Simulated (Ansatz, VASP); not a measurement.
Given: the input of a run of Ansatz 0.2.0 on Sr2CaN2.

The input input.yaml:

```yaml
crystal:
  lattice:
    - [3.8021792695, 0.0, 0.0]
    - [-1.9010896347, 3.2927838371, 0.0]
    - [0.0, 0.0, 9.5255850018]
  atoms:
    - { symbol: Sr, position: [0.3333333333, 0.6666666667, 0.782516] }
    - { symbol: Sr, position: [0.6666666667, 0.3333333333, 0.217484] }
    - { symbol: Ca, position: [0.0, 0.0, 0.5] }
    - { symbol: "N", position: [0.3333333333, 0.6666666667, 0.337261] }
    - { symbol: "N", position: [0.6666666667, 0.3333333333, 0.662739] }
hamiltonian:
  xc: pbe
  pseudopotentials: { kind: paw }
kpoints:
  mp_grid: { grid: [8, 8, 3] }
scf:
  occupations: { method: fermi_dirac, width: 0.05 }
output:
  forces: true
  stress: true
  eigenvalues: true
```

Potentials or basis: Ansatz PAW.

Launch:

```bash
$ ansatz run input.yaml --threads 2 --pin off --max-ram 5120MiB --backend cpu --events-out ev --progress --plain --runs-dir out
```

Problem. Set up the same calculation for VASP 6.6.1. Potentials there: VASP PAW PBE potentials, release 64 (Sr_sv, Ca_sv, N).

Solution. As run (the cutoff follows the program's own potentials):

INCAR

```
  PREC = Accurate
  ENCUT = 520
  EDIFF = 1E-6
  ISMEAR = -1
  SIGMA = 0.05
  LREAL = False
  LASPH = True
  NELM = 100
  ALGO = Normal
  ISIF = 2
  LWAVE = False
  LCHARG = True
  GGA = PE
  LELF = True
  LVHAR = True
  NBANDS = 28
```

The input KPOINTS:

```
regular mesh
0
Gamma
  8 8 3
```

POSCAR

```
Sr2CaN2
1.0
    3.8021792695      0.0000000000      0.0000000000
   -1.9010896347      3.2927838371      0.0000000000
    0.0000000000      0.0000000000      9.5255850018
Sr Ca N
2 1 2
Direct
    0.3333333333      0.6666666667      0.7825160000
    0.6666666667      0.3333333333      0.2174840000
    0.0000000000      0.0000000000      0.5000000000
    0.3333333333      0.6666666667      0.3372610000
    0.6666666667      0.3333333333      0.6627390000
```

Potentials or basis: VASP PAW PBE potentials, release 64 (Sr_sv, Ca_sv, N).

Command:

```bash
$ cat potpaw_PBE.64/Sr_sv/POTCAR potpaw_PBE.64/Ca_sv/POTCAR potpaw_PBE.64/N/POTCAR > POTCAR
$ mpirun -np 1 vasp_std > vasp.out
```

Both were run:

|  | VASP | Ansatz | Ansatz less VASP |
| --- | --- | --- | --- |
| gap on the k mesh at the Fermi level (eV) | none | none | - |
| pressure (GPa) | 0.0 | -0.3 | -0.30 |
| traceless stress, the component that is largest in VASP (GPa) | 0.13 | 0.19 | +0.056 |
| rms of the force components (eV/Å) | 0.010 | 0.036 | +0.0259 |

Atom by atom the forces differ by 0.027 eV/Å (rms over components). A gap of «none» marks a metal or a gap that the smearing closes. With one functional, cell and mesh, what is left measures potentials, basis and numerics.
